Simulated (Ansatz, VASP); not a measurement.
# One calculation of C, two programs

INCAR

```
PREC = Accurate
ENCUT = 520
EDIFF = 1E-6
ISMEAR = 0
SIGMA = 0.05
LREAL = False
LASPH = True
NELM = 80
ALGO = Normal
ISIF = 2
LWAVE = False
LCHARG = False
GGA = PE
IVDW = 12
NBANDS = 31
```

File KPOINTS:

```
Automatic mesh
0
Gamma
  7 11 3
```

POSCAR

```
C
1.0
    0.0000000000      1.4231666446     -3.3613878322
   -2.4649969361      0.0000000000      0.0000000000
    1.6433312908     10.1323830464      3.0740738372
C
10
Direct
    0.4400841757      0.1393479527      0.8090219290
    0.7571039867      0.6414719703      0.0622079555
    0.9278490339      0.2659409659      0.2489114489
    0.0985940812      0.8904099615      0.4356149422
    0.2693391285      0.5148789571      0.6223184356
    0.8136410606      0.1829970253      0.1244955379
   -0.0156138921      0.8074660208      0.3111990313
    0.1551311551      0.4319350164      0.4979025246
    0.3258762024      1.0564040120      0.6846060180
    0.4966212497      0.6808730076      0.8713095114
```

Input for Ansatz:

```yaml
crystal:
  lattice:
    - [0.0, 1.4231666446, -3.3613878322]
    - [-2.4649969361, 0.0, 0.0]
    - [1.6433312908, 10.1323830464, 3.0740738372]
  atoms:
    - { symbol: C, position: [0.4400841757, 0.1393479527, 0.809021929] }
    - { symbol: C, position: [0.7571039867, 0.6414719703, 0.0622079555] }
    - { symbol: C, position: [0.9278490339, 0.2659409659, 0.2489114489] }
    - { symbol: C, position: [0.0985940812, 0.8904099615, 0.4356149422] }
    - { symbol: C, position: [0.2693391285, 0.5148789571, 0.6223184356] }
    - { symbol: C, position: [0.8136410606, 0.1829970253, 0.1244955379] }
    - { symbol: C, position: [-0.0156138921, 0.8074660208, 0.3111990313] }
    - { symbol: C, position: [0.1551311551, 0.4319350164, 0.4979025246] }
    - { symbol: C, position: [0.3258762024, 1.056404012, 0.684606018] }
    - { symbol: C, position: [0.4966212497, 0.6808730076, 0.8713095114] }
basis:
  ecutwfc: 520.0
kpoints:
  mp_grid: { grid: [7, 11, 3] }
hamiltonian:
  xc: pbe
  dispersion: d3bj
scf:
  occupations: { method: gaussian, width: 0.05 }
output:
  forces: true
  stress: true
  eigenvalues: true
```

Alike in both runs: task single point; functional PBE; dispersion D3(BJ); k mesh 7 × 11 × 3; occupations gaussian, width 0.05 eV; no spin polarisation.

```csv
,VASP,Ansatz
version,VASP 6.6.1,Ansatz 0.2.0
potentials or method,"VASP PAW PBE potentials, release 64 (C), cutoff 520 eV","scalar-relativistic, plane waves, PAW"
valence electrons in the cell,40,40
```

|  | VASP | Ansatz | Ansatz less VASP |
| --- | --- | --- | --- |
| gap on the k mesh at the Fermi level (eV) | none | none | - |
| pressure (GPa) | -6.7 | -7.1 | -0.39 |
| traceless stress, the component that is largest in VASP (GPa) | -9.16 | -9.34 | -0.177 |
| rms of the force components (eV/Å) | 0.940 | 0.936 | -0.0039 |

Atom by atom the forces differ by 0.011 eV/Å (rms over components). A gap of «none» marks a metal or a gap that the smearing closes.
